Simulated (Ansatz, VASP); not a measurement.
## Ta: VASP beside Ansatz

```
Ta
1.0
     4.60023    0.00000    0.00000
    -2.30011    3.98391    0.00000
     0.00000    0.00000   19.75610
Ta
5
Direct
  0.83333 0.16667 0.40494
  0.16667 0.83333 0.45247
  0.50000 0.50000 0.50000
  0.83333 0.16667 0.54753
  0.16667 0.83333 0.59506
```

Alike in both runs: task single point; functional LDA; k mesh 10 × 10 × 1; occupations fermi-dirac, width 0.05 eV; no spin polarisation.

|  | VASP | Ansatz |
| --- | --- | --- |
| version | VASP 6.6.1 | Ansatz 0.2.0 |
| potentials or method | VASP PAW LDA potentials, release 64 (Ta_pv) | PAW with Ansatz's default frozen-core files, scalar-relativistic |
| plane-wave cutoff (eV) | 520 | 420 |
| valence electrons in the cell | 55 | 65 |

|  | VASP | Ansatz | Ansatz less VASP |
| --- | --- | --- | --- |
| rms of the force components (eV/Å) | 1.022 | 1.039 | +0.0167 |

LDA's correlation is that of Perdew and Zunger in VASP and of Perdew and Wang (1992) in Ansatz. Atom by atom the forces differ by 0.017 eV/Å (rms over components). VASP's potentials hold 55 valence electrons a cell and Ansatz's 65, so a difference there can come from the potentials and not from the codes.

Spin-orbit coupling is off throughout.
